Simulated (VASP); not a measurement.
# Mg (P6_3/mmc) in VASP: further runs, part 2 of 2

VASP 6.6.1. Earlier steps stand in the parts before.

**3. Single point, LDA (strain +0.080 along x and y, +0.000 along z)**

INCAR reads:

```
SYSTEM = Mg
PREC = Accurate ; ENCUT = 520
EDIFF = 1E-6 ; ISMEAR = 0
SIGMA = 0.15 ; LREAL = .FALSE.
LASPH = .TRUE. ; NELM = 60
ALGO = Fast ; ISIF = 2
LWAVE = .FALSE. ; LCHARG = .TRUE.
GGA = CA ; LELF = .TRUE.
LVHAR = .TRUE. ; NBANDS = 9
```

KPOINTS reads:

```
Automatic mesh
0
G
  18 18 10
  0 0 0
```

POSCAR reads:

```
Mg
1.0
    3.4660132551      0.0000000000      0.0000000000
   -1.7330066275      3.0016555288      0.0000000000
    0.0000000000      0.0000000000      5.2103300000
Mg
2
Direct
    0.3333333333      0.6666666667      0.2500000000
    0.6666666667      0.3333333333      0.7500000000
```

Potentials or basis: VASP PAW LDA potentials, release 64 (Mg).

On the command line:

```
> cat potpaw_LDA.64/Mg/POTCAR > POTCAR
> mpirun -np 1 vasp_std > vasp.out
```

OUTCAR:

```text
SYSTEM = Mg
   PREC = Accurate
   ENCUT = 520
   EDIFF = 1E-6
   ISMEAR = 0
   LREAL = .FALSE.
   LASPH = .TRUE.
   NELM = 60
   ISIF = 2
   GGA = CA

 ion  position               nearest neighbor table
   1  0.333  0.667  0.250-   2 3.29   2 3.29   2 3.29   2 3.29   2 3.29   2 3.29
   2  0.667  0.333  0.750-   1 3.29   1 3.29   1 3.29   1 3.29   1 3.29   1 3.29

  LATTYP: Found a hexagonal cell.
 ALAT       =     3.4660132551
 C/A-ratio  =     1.5032631489

  Lattice vectors:

 A1 = (   3.4660132551,   0.0000000000,   0.0000000000)
 A2 = (  -1.7330066275,   3.0016555288,   0.0000000000)
 A3 = (   0.0000000000,   0.0000000000,   5.2103300000)

Analysis of symmetry for initial positions (statically):
=====================================================================
 Subroutine PRICEL returns:
 Original cell was already a primitive cell.

 Routine SETGRP: Setting up the symmetry group for a
 hexagonal supercell.

 Subroutine GETGRP returns: Found 24 space group operations
 (whereof 12 operations were pure point group operations)
 out of a pool of 24 trial point group operations.

The static configuration has the point symmetry D_3d.
 The point group associated with its full space group is D_6h.

Analysis of symmetry for dynamics (positions and initial velocities):
=====================================================================
 Subroutine PRICEL returns:
 Original cell was already a primitive cell.

 Routine SETGRP: Setting up the symmetry group for a
 hexagonal supercell.

 Subroutine GETGRP returns: Found 24 space group operations
 (whereof 12 operations were pure point group operations)
 out of a pool of 24 trial point group operations.

The dynamic configuration has the point symmetry D_3d.
 The point group associated with its full space group is D_6h.

 Subroutine INISYM returns: Found 24 space group operations
 (whereof 12 operations are pure point group operations),
 and found     1 'primitive' translations

----------------------------------------------------------------------------------------
[... 115 lines left out ...]
  Fermi-wavevector in a.u.,A,eV,Ry     =   0.686662  1.297602  6.415202  0.471504
  Thomas-Fermi vector in A             =   1.766954
   LORBIT       =      0    0 simple, 1 ext, 2 COOP (PROOUT), +10 PAW based schemes
   GGA     = CA    functional components
   LHFCALC =     F    Hartree Fock is set to
   AEXX    =    0.0000 exact exchange contribution
   IVDW    =     0    specifies the selected vdW correction
   LEPSILON=     F    determine dielectric tensor
   LRPA    =     F    only Hartree local field effects (RPA)
 non-spin polarized calculation
 RMM-DIIS sequential band-by-band and
 Gauss-broadening in eV      SIGMA  =   0.15
  energy-cutoff  :      520.00
  volume of cell :       54.21
 maximum number of plane-waves:      1496
 NGX is ok and might be reduce to    28
   NGX = 13   NGY = 13   NGZ = 19

 number of electron       4.0000000 magnetization

 Free energy of the ion-electron system (eV)
  ---------------------------------------------------
  ext. energy  EPLUGINS =         0.00000000
  ---------------------------------------------------
  free energy    TOTEN  =        -3.35911614 eV

  energy without entropy =       -3.34969463  energy(sigma->0) =       -3.35440539

 E-fermi :   1.6846     XC(G=0):  -8.1568

 val. band max:        1.6796362724   @ k =   0.3889   0.2222   0.5000
 cond. band min:       1.7042000984   @ k =   0.3889   0.1667   0.5000
 fundamental gap:      0.0245638261
 Fermi energy:         1.6845589944

 k-point     1 :       0.0000    0.0000    0.0000
  band No.  band energies     occupation
      1      -4.5718      2.00000
      2       0.6507      2.00000
      3       1.0617      2.00000
      4      10.4639      0.00000
      5      10.4639      0.00000
      6      10.9128      0.00000
      7      10.9128      0.00000
      8      12.5888      0.00000
      9      12.7651      0.00000
[... 265 lines left out ...]
 k-point    24 :       0.3889    0.1111    0.0000
  band No.  band energies     occupation
      1      -1.1776      2.00000
      2       0.6237      2.00000
      3       3.7901      0.00000
      4       4.3347      0.00000
      5       5.0786      0.00000
      6       5.6090      0.00000
      7       6.3837      0.00000
      8       9.9454      0.00000
      9      10.3728      0.00000

 [... further k-points ...]
[... 5 lines left out ...]
  --------------------------------------------------------------------------------------
  -------------------------------------------------------------------------------------
  Total       -2.1279812     -2.1279812     -1.5580718     -0.0000000      0.0000000      0.0000000
  in kB      -62.8958603    -62.8958603    -46.0512855     -0.0000000      0.0000000      0.0000000
  external PRESSURE =     -57.2810021 kB  Pullay stress =       0.0000000 kB

 VOLUME and BASIS-vectors are now :
 -----------------------------------------------------------------------------
  energy-cutoff  :      520.00
  volume of cell :       54.21
      direct lattice vectors                 reciprocal lattice vectors
     3.466013255  0.000000000  0.000000000     0.288515919  0.166574744  0.000000000
    -1.733006628  3.001655529  0.000000000     0.000000000  0.333149487  0.000000000
     0.000000000  0.000000000  5.210330000     0.000000000  0.000000000  0.191926423

 POSITION                                       TOTAL-FORCE (eV/Angst)
 -----------------------------------------------------------------------------------
     -0.00000      2.00110      1.30258         0.000000      0.000000      0.000000
      1.73301      1.00055      3.90775        -0.000000      0.000000      0.000000
 -----------------------------------------------------------------------------------
    total drift:                               -0.000000      0.000000     -0.000000

  FREE ENERGIE OF THE ION-ELECTRON SYSTEM (eV)
  ---------------------------------------------------
  free  energy   TOTEN  =        -3.3591161401 eV

  energy  without entropy=       -3.3496946325  energy(sigma->0) =       -3.35440539
```

stdout:

```text
POSCAR found type information on POSCAR Mg
 POSCAR found :  1 types and       2 ions
 scaLAPACK will be used
 LDA part: xc-table for (Slater(with rela. corr.)+CA(PZ))
 , standard interpolation
 POSCAR, INCAR and KPOINTS ok, starting setup
 FFT: planning ... GRIDC
 FFT: planning ... GRID_SOFT
 FFT: planning ... GRID
 WAVECAR not read
 entering main loop
```

It took 1.8 min on 1 thread of Intel Xeon 8259CL, shared host; peak memory 0.23 GiB.

What came out:

```yaml
Free_energy: -3.3591 eV
Pressure: -5.7 GPa
Band_gap_on_the_k_mesh: zero (band 2 reaches 2.85 eV, above the bottom of band 3 at 1.06 eV)
```

Levels at points of the mesh, in eV from the Fermi level:
| k point | band 1 | band 2 | band 3 | band 4 | band 5 |
| --- | --- | --- | --- | --- | --- |
| (0.00, 0.00, 0.00) | -6.26 | -1.03 | -0.62 | 8.78 | 8.78 |
| (0.50, 0.00, 0.00) | -2.29 | -2.02 | 2.52 | 3.14 | 3.30 |
| (0.00, 0.00, 0.50) | -4.88 | -4.88 | 5.63 | 5.63 | 9.90 |
| (0.50, 0.00, 0.50) | -1.02 | -1.02 | -0.61 | -0.61 | 6.55 |

Caveat: the cell differs from its parent crystal (strain +0.080 along x and y, +0.000 along z).

**4. Single point, LDA (strain +0.080 along x and y, +0.080 along z)**

INCAR reads:

```
SYSTEM = Mg
PREC = Accurate
ENCUT = 520
EDIFF = 1E-6
ISMEAR = 0
SIGMA = 0.15
LREAL = .False.
LASPH = .True.
NELM = 80
ALGO = Normal
ISIF = 2
LWAVE = .False.
LCHARG = .False.
GGA = CA
NBANDS = 9
```

KPOINTS reads:

```
regular mesh
0
Gamma
  18 18 10
  0 0 0
```

Edit POSCAR of step 3 so:

```diff
@@ -4,3 +4,3 @@
    -1.7330066275      3.0016555288      0.0000000000
-    0.0000000000      0.0000000000      5.2103300000
+    0.0000000000      0.0000000000      5.6271564000
 Mg
```

Potentials or basis: VASP PAW LDA potentials, release 64 (Mg).

On the command line:

```
> cat potpaw_LDA.64/Mg/POTCAR > POTCAR
> mpirun -np 1 vasp_std > vasp.out
```

OUTCAR:

```text
SYSTEM = Mg
   PREC = Accurate
   ENCUT = 520
   EDIFF = 1E-6
   ISMEAR = 0
   LREAL = .False.
   LASPH = .True.
   NELM = 80
   ISIF = 2
   GGA = CA

 ion  position               nearest neighbor table
   1  0.333  0.667  0.250-   2 3.45   2 3.45   2 3.45   2 3.45   2 3.45   2 3.45
   2  0.667  0.333  0.750-   1 3.45   1 3.45   1 3.45   1 3.45   1 3.45   1 3.45

  LATTYP: Found a hexagonal cell.
 ALAT       =     3.4660132551
 C/A-ratio  =     1.6235242008

  Lattice vectors:

 A1 = (   3.4660132551,   0.0000000000,   0.0000000000)
 A2 = (  -1.7330066275,   3.0016555288,   0.0000000000)
 A3 = (   0.0000000000,   0.0000000000,   5.6271564000)

Analysis of symmetry for initial positions (statically):
=====================================================================
 Subroutine PRICEL returns:
 Original cell was already a primitive cell.

 Routine SETGRP: Setting up the symmetry group for a
 hexagonal supercell.

 Subroutine GETGRP returns: Found 24 space group operations
 (whereof 12 operations were pure point group operations)
 out of a pool of 24 trial point group operations.

The static configuration has the point symmetry D_3d.
 The point group associated with its full space group is D_6h.
[... 164 lines left out ...]

 val. band max:        1.3078631839   @ k =   0.3333   0.2222   0.3000
 cond. band min:       1.3410670162   @ k =   0.3333   0.1667   0.2000
 fundamental gap:      0.0332038323
 Fermi energy:         1.3339558411

 k-point     1 :       0.0000    0.0000    0.0000
  band No.  band energies     occupation
      1      -4.6094      2.00000
      2       0.0300      2.00000
      3       0.0783      2.00000
      4      10.4808      0.00000
      5      10.4808      0.00000
      6      10.8866      0.00000
      7      10.8866      0.00000
      8      11.8515      0.00000
      9      12.5996      0.00000
[... 265 lines left out ...]
 k-point    24 :       0.3889    0.1111    0.0000
  band No.  band energies     occupation
      1      -1.2110      2.00000
      2       0.5896      2.00000
      3       3.2575      0.00000
      4       3.3964      0.00000
      5       4.8167      0.00000
      6       5.0919      0.00000
      7       5.4484      0.00000
      8       9.4284      0.00000
      9       9.4720      0.00000

 [... further k-points ...]
[... 5 lines left out ...]
  --------------------------------------------------------------------------------------
  -------------------------------------------------------------------------------------
  Total       -2.4034556     -2.4034556     -2.4120424     -0.0000000      0.0000000      0.0000000
  in kB      -65.7758756    -65.7758756    -66.0108715     -0.0000000      0.0000000      0.0000000
  external PRESSURE =     -65.8542076 kB  Pullay stress =       0.0000000 kB

 VOLUME and BASIS-vectors are now :
 -----------------------------------------------------------------------------
  energy-cutoff  :      520.00
  volume of cell :       58.54
      direct lattice vectors                 reciprocal lattice vectors
     3.466013255  0.000000000  0.000000000     0.288515919  0.166574744  0.000000000
    -1.733006628  3.001655529  0.000000000     0.000000000  0.333149487  0.000000000
     0.000000000  0.000000000  5.627156400     0.000000000  0.000000000  0.177709651

 POSITION                                       TOTAL-FORCE (eV/Angst)
 -----------------------------------------------------------------------------------
     -0.00000      2.00110      1.40679         0.000000      0.000000      0.000000
      1.73301      1.00055      4.22037        -0.000000     -0.000000      0.000000
 -----------------------------------------------------------------------------------
    total drift:                               -0.000000      0.000000     -0.000000

  FREE ENERGIE OF THE ION-ELECTRON SYSTEM (eV)
  ---------------------------------------------------
  free  energy   TOTEN  =        -3.2013458984 eV

  energy  without entropy=       -3.1893491040  energy(sigma->0) =       -3.19534750
```

OSZICAR:

```text
N       E                     dE             d eps       ncg     rms          rms(c)
DAV:   1    -0.721893670931E+00   -0.72189E+00   -0.11652E+03  3996   0.299E+02
DAV:   2    -0.318731740198E+01   -0.24654E+01   -0.23926E+01  5343   0.252E+01
DAV:   3    -0.322679498855E+01   -0.39478E-01   -0.39088E-01  5153   0.262E+00
DAV:   4    -0.322691243579E+01   -0.11745E-03   -0.11742E-03  5194   0.144E-01
DAV:   5    -0.322691280110E+01   -0.36530E-06   -0.36515E-06  4904   0.751E-03    0.967E-01
DAV:   6    -0.321271929029E+01    0.14194E-01   -0.19817E-03  4617   0.217E-01    0.616E-01
DAV:   7    -0.320137353210E+01    0.11346E-01   -0.68191E-03  4358   0.395E-01    0.358E-02
DAV:   8    -0.320134776080E+01    0.25771E-04   -0.35619E-05  5383   0.302E-02    0.669E-03
DAV:   9    -0.320134589979E+01    0.18610E-05   -0.60489E-07  4268   0.325E-03    0.695E-04
DAV:  10    -0.320134589836E+01    0.14238E-08   -0.16345E-08  2541   0.659E-04
   1 F= -.32013459E+01 E0= -.31953475E+01  d E =-.119968E-01
```

stdout:

```text
POSCAR found type information on POSCAR Mg
 POSCAR found :  1 types and       2 ions
 scaLAPACK will be used
 LDA part: xc-table for (Slater(with rela. corr.)+CA(PZ))
 , standard interpolation
 POSCAR, INCAR and KPOINTS ok, starting setup
 FFT: planning ... GRIDC
 FFT: planning ... GRID_SOFT
 FFT: planning ... GRID
 WAVECAR not read
 entering main loop
```

Run time: 1.8 min. Hardware: 1 thread of Intel Xeon 8259CL, shared host; peak memory 0.24 GiB.

Results:

```
Free energy            : -3.2013 eV
Pressure               : -6.6 GPa
Band gap on the k mesh : zero (band 2 reaches 2.33 eV, above the bottom of band 3 at 0.08 eV)
```

Caveat: the cell differs from its parent crystal (strain +0.080 along x and y, +0.080 along z).

**5. Overview**

| cell | gap on the mesh (eV) | pressure (GPa) |
| --- | --- | --- |
| a = 3.209, b = 3.209, c = 4.794 Å, angles 90.0, 90.0, 120.0°, 2 atoms | none | 0.4 |
| a = 3.466, b = 3.466, c = 5.210 Å, angles 90.0, 90.0, 120.0°, 2 atoms | none | -5.7 |
| a = 3.466, b = 3.466, c = 5.627 Å, angles 90.0, 90.0, 120.0°, 2 atoms | none | -6.6 |

Alike in all rows: task single point; level LDA; potentials or basis VASP PAW LDA potentials, release 64 (Mg); no spin polarisation; k mesh 18 × 18 × 10; cutoff (eV) 520; smearing gaussian 0.15 eV.

Total energies depend on the potentials used, so only differences within one code and one set of settings carry meaning.
